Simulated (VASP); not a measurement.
# Cu in VASP: single point with LDA

Aim: the single point of Cu with LDA.

Program: VASP 6.6.1. These are calculated values, not measurements. Logs are shortened: lines on timing, memory, paths and dates and some standing lists are left out, and cuts for length are marked.

## 1. The cell of the first run

The cell holds a slab with vacuum, 28 atoms: a = 7.467 Å, b = 7.467 Å, c = 15.520 Å, α = 90.00°, β = 90.00°, γ = 90.00°.

## 2. Single point, LDA

File INCAR:

```
SYSTEM = Cu
  PREC = Accurate
  ENCUT = 520
  EDIFF = 1E-6
  ISMEAR = 0
  SIGMA = 0.1
  LREAL = .FALSE.
  LASPH = .TRUE.
  NELM = 120
  ALGO = Normal
  ISIF = 2
  LWAVE = .FALSE.
  LCHARG = .TRUE.
  GGA = CA
  LELF = .TRUE.
  LVHAR = .TRUE.
  NBANDS = 174
  GGA_COMPAT = .FALSE.
  NELMDL = -8
```

File KPOINTS:

```
Automatic mesh
0
G
  3 3 1
  0 0 0
```

File POSCAR:

```
Cu
1.0
    7.4670476093      0.0000000000      0.0000000000
    0.0000000000      7.4670476093      0.0000000000
    0.0000000000      0.0000000000     15.5200000000
Cu
28
Direct
    0.0000000000      0.0000000000      0.3865979381
    0.3333333508      0.0000000000      0.3865979381
    0.6666667015      0.0000000000      0.3865979381
    0.0000000000      0.3333333508      0.3865979381
    0.3333333508      0.3333333508      0.3865979381
    0.6666667015      0.3333333508      0.3865979381
    0.0000000000      0.6666667015      0.3865979381
    0.3333333508      0.6666667015      0.3865979381
    0.6666667015      0.6666667015      0.3865979381
    0.1752624422      0.1752627100      0.5011920747
    0.5030297377      0.1636366960      0.4964033505
    0.8400237052      0.1641394383      0.4944576675
    0.1636369639      0.5030300055      0.4964033505
    0.4914039915      0.4914038576      0.5011920747
    0.8266429147      0.5025271294      0.4944576675
    0.1641397061      0.8400238392      0.4944577964
    0.5025269955      0.8266427808      0.4944578608
    0.8333332430      0.8333332430      0.4955588918
    0.0099653844      0.0099657862      0.6087762242
    0.3551174626     -0.0131710691      0.6053665593
    0.6783894070     -0.0117232412      0.6059625000
   -0.0131713369      0.3551179983      0.6053664304
    0.4392318319      0.4392312962      0.6643036727
    0.6798380385      0.3115484354      0.6053664304
   -0.0117229733      0.6783898088      0.6059625000
    0.3115489711      0.6798377706      0.6053666237
    0.6567010493      0.6567006475      0.6087762242
    0.2274348697      0.2274352715      0.6643038015
```

Potentials or basis: VASP PAW LDA potentials, release 64 (Cu).

Launch:

```console
$ cat potpaw_LDA.64/Cu/POTCAR > POTCAR
$ mpirun -np 1 vasp_std > vasp.out
```

OUTCAR:

```text
SYSTEM = Cu
   PREC = Accurate
   ENCUT = 520
   EDIFF = 1E-6
   ISMEAR = 0
   LREAL = .FALSE.
   LASPH = .TRUE.
   NELM = 120
   ISIF = 2
   GGA = CA
   NELMDL = -8

 ion  position               nearest neighbor table
   1  0.000  0.000  0.387-  12 2.39  16 2.39  18 2.44   7 2.49   3 2.49   2 2.49   4 2.49  10 2.57

   2  0.333  0.000  0.387-  16 2.41  11 2.45  17 2.46   8 2.49   3 2.49   1 2.49   5 2.49  10 2.50

   3  0.667  0.000  0.387-  11 2.43  18 2.44  12 2.45  17 2.45   1 2.49   9 2.49   2 2.49   6 2.49
[... 35 lines left out ...]
  21  0.678  0.988  0.606-  18 2.37  24 2.41  20 2.41  19 2.48  27 2.48  17 2.49  12 2.49  11 2.51

  22  0.987  0.355  0.605-  28 2.23  24 2.32  15 2.37  13 2.41  25 2.41  12 2.49  10 2.53  19 2.58

  23  0.439  0.439  0.664-  24 2.23  26 2.23  28 2.24  27 2.45  14 2.59
  24  0.680  0.312  0.605-  23 2.23  22 2.32  12 2.37  11 2.41  21 2.41  15 2.49  14 2.53  27 2.58

  25  0.988  0.678  0.606-  18 2.37  22 2.41  26 2.41  19 2.48  27 2.48  16 2.49  15 2.49  13 2.51

  26  0.312  0.680  0.605-  23 2.23  20 2.32  16 2.37  13 2.41  25 2.41  17 2.49  14 2.53  27 2.58

  27  0.657  0.657  0.609-  14 2.42  23 2.45  15 2.47  17 2.47  25 2.48  21 2.48  18 2.56  26 2.58
                            24 2.58
  28  0.227  0.227  0.664-  20 2.23  22 2.23  23 2.24  19 2.45  10 2.59

  LATTYP: Found a simple tetragonal cell.
 ALAT       =     7.4670476093
 C/A-ratio  =     2.0784653871

  Lattice vectors:

 A1 = (   7.4670476093,   0.0000000000,   0.0000000000)
 A2 = (   0.0000000000,   7.4670476093,   0.0000000000)
 A3 = (   0.0000000000,   0.0000000000,  15.5200000000)

Analysis of symmetry for initial positions (statically):
=====================================================================
 Subroutine PRICEL returns:
 Original cell was already a primitive cell.

 Routine SETGRP: Setting up the symmetry group for a
 simple tetragonal supercell.

 Subroutine GETGRP returns: Found  4 space group operations
 (whereof  2 operations were pure point group operations)
 out of a pool of 16 trial point group operations.

The static configuration has the point symmetry C_1h.
 The point group associated with its full space group is C_2v.

Analysis of symmetry for dynamics (positions and initial velocities):
=====================================================================
 Subroutine PRICEL returns:
 Original cell was already a primitive cell.

 Routine SETGRP: Setting up the symmetry group for a
 simple tetragonal supercell.

 Subroutine GETGRP returns: Found  4 space group operations
 (whereof  2 operations were pure point group operations)
 out of a pool of 16 trial point group operations.

The dynamic configuration has the point symmetry C_1h.
 The point group associated with its full space group is C_2v.

 Subroutine INISYM returns: Found  4 space group operations
 (whereof  2 operations are pure point group operations),
 and found     1 'primitive' translations

----------------------------------------------------------------------------------------

                                     Primitive cell

  volume of cell :     865.3455

  direct lattice vectors                    reciprocal lattice vectors
     7.467047609  0.000000000  0.000000000     0.133921739  0.000000000  0.000000000
     0.000000000  7.467047609  0.000000000     0.000000000  0.133921739  0.000000000
     0.000000000  0.000000000 15.520000000     0.000000000  0.000000000  0.064432990

  length of vectors
     7.467047609  7.467047609 15.520000000     0.133921739  0.133921739  0.064432990

  position of ions in fractional coordinates (direct lattice)
     0.000000000  0.000000000  0.386597938
     0.333333351  0.000000000  0.386597938
     0.666666701  0.000000000  0.386597938
     0.000000000  0.333333351  0.386597938
     0.333333351  0.333333351  0.386597938
     0.666666701  0.333333351  0.386597938
[... 20 lines left out ...]
     0.656701049  0.656700648  0.608776224
     0.227434870  0.227435271  0.664303801

  ion indices of the primitive-cell ions
   primitive index   ion index
                 1           1
                 2           2
                 3           3
                 4           4
                 5           5
                 6           6
[... 20 lines left out ...]
                27          27
                28          28

----------------------------------------------------------------------------------------

 KPOINTS: Automatic mesh

Automatic generation of k-mesh.
 Grid dimensions read from file:
 generate k-points for:    3    3    1

 Generating k-lattice:

  Cartesian coordinates                     Fractional coordinates (reciprocal lattice)
     0.044640580  0.000000000  0.000000000     0.333333333  0.000000000  0.000000000
     0.000000000  0.044640580  0.000000000     0.000000000  0.333333333  0.000000000
     0.000000000  0.000000000  0.064432990     0.000000000  0.000000000  1.000000000

  Length of vectors
     0.044640580  0.044640580  0.064432990

  Shift w.r.t. Gamma in fractional coordinates (k-lattice)
     0.000000000  0.000000000  0.000000000

 Subroutine IBZKPT returns following result:
 ===========================================

 Found      4 irreducible k-points:

 Following reciprocal coordinates:
            Coordinates               Weight
  0.000000  0.000000  0.000000      1.000000
  0.333333  0.000000  0.000000      4.000000
  0.333333  0.333333  0.000000      2.000000
 -0.333333  0.333333  0.000000      2.000000
   k-points           NKPTS =      4   k-points in BZ     NKDIM =      4   number of bands    NBANDS=    174
   number of dos      NEDOS =    301   number of ions     NIONS =     28
   total plane-waves  NPLWV = 376320
   dimension x,y,z NGX =    56 NGY =   56 NGZ =  120
   dimension x,y,z NGXF=   112 NGYF=  112 NGZF=  240
   ions per type =              28
   NGX,Y,Z   is equivalent  to a cutoff of  12.47, 12.47, 12.85 a.u.
   NGXF,Y,Z  is equivalent  to a cutoff of  24.94, 24.94, 25.71 a.u.
 SYSTEM =  Cu
   PREC   = accura    normal or accurate (medium, high low for compatibility)
   ISTART =      0    job   : 0-new  1-cont  2-samecut
   ICHARG =      2    charge: 1-file 2-atom 10-const
   ISPIN  =      1    spin polarized calculation?
   LNONCOLLINEAR =      F non collinear calculations
   LSORBIT =      F    spin-orbit coupling
   LASPH  =      T    aspherical Exc in radial PAW
   ENCUT  =  520.0 eV  38.22 Ry    6.18 a.u.  13.88 13.88 28.86*2*pi/ulx,y,z
   NELM   =    120;   NELMIN=  2; NELMDL= -8     # of ELM steps
   EDIFF  = 0.1E-05   stopping-criterion for ELM
   LREAL  =      F    real-space projection
   EDIFFG = 0.1E-04   stopping-criterion for IOM
   NSW    =      0    number of steps for IOM
   IBRION =     -1    ionic relax: 0-MD 1-quasi-New 2-CG
   NFREE  =      0    steps in history (QN), initial steepest desc. (CG)
   ISIF   =      2    stress and relaxation
   ISYM   =      2    0-nonsym 1-usesym 2-fastsym
   POTIM  = 0.5000    time-step for ionic-motion
   TEBEG  =    0.0;   TEEND  =   0.0 temperature during run
   PSTRESS=    0.0 pullay stress
   NELECT =     308.0000    total number of electrons
   NUPDOWN=      -1.0000    fix difference up-down
   EMIN   =  10.00;   EMAX   =-10.00  energy-range for DOS
   EFERMI =   0.00;   METHOD = LEGACY
   ISMEAR =     0;   SIGMA  =   0.10  broadening in eV -4-tet -1-fermi 0-gaus
   EFERMI_NEDOS =   21; number of points for ismear=-14 and -15
   IALGO  =     38    algorithm
   IMIX   =      4    mixing-type and parameters
     AMIX     =   0.40;   BMIX     =  1.00
     AMIX_MAG =   1.60;   BMIX_MAG =  1.00
  volume/ion in A,a.u.               =      30.91       208.56
  Fermi-wavevector in a.u.,A,eV,Ry     =   1.160188  2.192438 18.313950  1.346037
  Thomas-Fermi vector in A             =   2.296774
   LORBIT       =      0    0 simple, 1 ext, 2 COOP (PROOUT), +10 PAW based schemes
   GGA     = CA    functional components
   LHFCALC =     F    Hartree Fock is set to
   AEXX    =    0.0000 exact exchange contribution
   IVDW    =     0    specifies the selected vdW correction
   LEPSILON=     F    determine dielectric tensor
   LRPA    =     F    only Hartree local field effects (RPA)
 non-spin polarized calculation
 Gauss-broadening in eV      SIGMA  =   0.10
  energy-cutoff  :      520.00
  volume of cell :      865.35
 maximum number of plane-waves:     23346
   NGX = 27   NGY = 27   NGZ = 57

 number of electron     307.9999975 magnetization

 Free energy of the ion-electron system (eV)
  ---------------------------------------------------
  ext. energy  EPLUGINS =         0.00000000
  ---------------------------------------------------
  free energy    TOTEN  =      -116.43013395 eV

  energy without entropy =     -116.39832498  energy(sigma->0) =     -116.41422947

 E-fermi :  -0.2598     XC(G=0):  -6.0812

 val. band max:       -0.3216649467   @ k =   0.3333   0.0000   0.0000
 cond. band min:      -0.1341803567   @ k =  -0.3333   0.3333   0.0000
 fundamental gap:      0.1874845900
 Fermi energy:        -0.2598378726

 k-point     1 :       0.0000    0.0000    0.0000
  band No.  band energies     occupation
      1      -9.1546      2.00000
      2      -6.8383      2.00000
      3      -6.7551      2.00000
      4      -6.7078      2.00000
      5      -6.6302      2.00000
      6      -6.6203      2.00000
[... 158 lines left out ...]
    165       3.0386      0.00000
    166       3.6025      0.00000

 k-point     2 :       0.3333    0.0000    0.0000
  band No.  band energies     occupation
      1      -8.8520      2.00000
      2      -7.9752      2.00000
      3      -6.5012      2.00000
      4      -6.4872      2.00000
      5      -6.3736      2.00000
      6      -5.8858      2.00000
[... 158 lines left out ...]
    165       2.6780      0.00000
    166       2.7162      0.00000

 k-point     3 :       0.3333    0.3333    0.0000
  band No.  band energies     occupation
      1      -8.5556      2.00000
      2      -7.7360      2.00000
      3      -7.6409      2.00000
      4      -6.9030      2.00000
      5      -6.0980      2.00000
      6      -5.5771      2.00000
[... 158 lines left out ...]
    165       1.9087      0.00000
    166       2.1733      0.00000

 k-point     4 :      -0.3333    0.3333    0.0000
  band No.  band energies     occupation
      1      -8.5521      2.00000
      2      -7.7697      2.00000
      3      -7.6177      2.00000
      4      -6.8850      2.00000
      5      -6.1152      2.00000
      6      -5.6050      2.00000
[... 158 lines left out ...]
    165       1.8514      0.00000
    166       2.0824      0.00000
 [bands above 166 left out]

------------------------ aborting loop because EDIFF is reached ----------------------------------------

  FORCE on cell =-STRESS in cart. coord.  units (eV):
  Direction    XX          YY          ZZ          XY          YZ          ZX
  --------------------------------------------------------------------------------------
  -------------------------------------------------------------------------------------
  Total       -6.1064723     -6.1064723      1.0074422     -1.7657315      0.0000000      0.0000000
  in kB      -11.3060635    -11.3060635      1.8652677     -3.2692316      0.0000000      0.0000000
  external PRESSURE =      -6.9156197 kB  Pullay stress =       0.0000000 kB

 VOLUME and BASIS-vectors are now :
 -----------------------------------------------------------------------------
  energy-cutoff  :      520.00
  volume of cell :      865.35
      direct lattice vectors                 reciprocal lattice vectors
     7.467047609  0.000000000  0.000000000     0.133921739  0.000000000  0.000000000
     0.000000000  7.467047609  0.000000000     0.000000000  0.133921739  0.000000000
     0.000000000  0.000000000 15.520000000     0.000000000  0.000000000  0.064432990

 POSITION                                       TOTAL-FORCE (eV/Angst)
 -----------------------------------------------------------------------------------
      0.00000      0.00000      6.00000         0.101763      0.101763     -0.204033
      2.48902      0.00000      6.00000         0.012361      0.065447      0.042465
      4.97803      0.00000      6.00000         0.009878     -0.009878     -0.153292
      0.00000      2.48902      6.00000         0.065447      0.012361      0.042465
      2.48902      2.48902      6.00000         0.000000      0.000000      0.181196
      4.97803      2.48902      6.00000        -0.065447     -0.012361      0.042465
[... 20 lines left out ...]
      4.90362      4.90361      9.44821         0.008567      0.008567      0.032070
      1.69827      1.69827     10.30999         0.013227      0.013227      0.036573
 -----------------------------------------------------------------------------------
    total drift:                                0.001476      0.001499     -0.000187

  FREE ENERGIE OF THE ION-ELECTRON SYSTEM (eV)
  ---------------------------------------------------
  free  energy   TOTEN  =      -116.4301339490 eV

  energy  without entropy=     -116.3983249817  energy(sigma->0) =     -116.41422947
```

Run time: 34 min. Hardware: 1 thread of Oxide Virtual Turin-like, shared host; peak memory 0.71 GiB.

Results:

```yaml
Free_energy: -116.4301 eV
Largest_force: 0.250 eV/Å
Band_gap_on_the_k_mesh: zero (bands 154 and 155 overlap by 0.92 eV)
```

Forces in eV/Å, atoms in the order of the input:
```
Cu   0.102  0.102 -0.204
Cu   0.012  0.065  0.042
Cu   0.010 -0.010 -0.153
Cu   0.065  0.012  0.042
Cu   0.000  0.000  0.181
Cu  -0.065 -0.012  0.042
Cu  -0.010  0.010 -0.153
Cu  -0.012 -0.065  0.042
Cu  -0.102 -0.102 -0.204
Cu   0.005  0.005  0.008
Cu  -0.001  0.001  0.005
Cu   0.003  0.005  0.006
Cu   0.001 -0.001  0.005
Cu  -0.005 -0.005  0.008
Cu  -0.003 -0.005  0.006
Cu   0.005  0.003  0.006
Cu  -0.005 -0.003  0.006
Cu   0.000  0.000 -0.010
Cu  -0.009 -0.009  0.032
Cu   0.007 -0.012  0.025
Cu   0.004 -0.004  0.043
Cu  -0.012  0.007  0.025
Cu  -0.013 -0.013  0.037
Cu   0.012 -0.007  0.025
Cu  -0.004  0.004  0.043
Cu  -0.007  0.012  0.025
Cu   0.009  0.009  0.032
Cu   0.013  0.013  0.037
```

Caveat: there is no dipole correction, which matters where the two faces differ.

The gap in the log of VASP goes by the Fermi energy; the results here count the filled bands.